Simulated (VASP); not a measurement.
**B: single point with BLYP**

The system is B.

```xyz
1
Lattice="1.9057 0.0000 0.0000 0.0000 1.9057 0.0000 0.0000 0.0000 1.9057" Properties=species:S:1:pos:R:3 pbc="T T T"
B     0.0000    0.0000    0.0000
```

```
Program                : VASP 6.6.1
Task                   : single point
Functional             : BLYP
Potentials or basis    : VASP PAW PBE potentials, release 64 (B)
Cutoff                 : 520 eV
k mesh                 : 18 × 18 × 18
Occupations            : fermi-dirac, width 0.1 eV
Spin                   : no spin polarisation
Dipole correction      : no
Further INCAR settings : ALGO = Normal; EDIFF = 1e-06; NBANDS = 8
```

* Pressure: 0.7 GPa

Levels at points of the mesh, in eV from the Fermi level:
```
           k point  band 1  band 2  band 3  band 4  band 5  band 6  band 7
(0.00, 0.00, 0.00)  -15.29   13.03   13.03   13.03   23.79   23.79   32.79
(0.50, 0.00, 0.00)   -7.80   -6.17   16.63   16.63   29.72   30.72   36.13
(0.50, 0.50, 0.00)   -1.91   -1.91    3.86    8.78   19.57   39.69   39.69
(0.50, 0.50, 0.50)    3.12    3.12    3.12   16.67   16.79   16.79   16.79
```

It took 6.1 s on 1 thread of Intel(R) Xeon(R) Platinum 8259CL CPU @ 2.50GHz (Skylake/Cascade Lake), on a shared host, peak memory 0.11 GiB.

Caveat: the PAW data sets were made with another functional, which shifts forces and pressure a little.
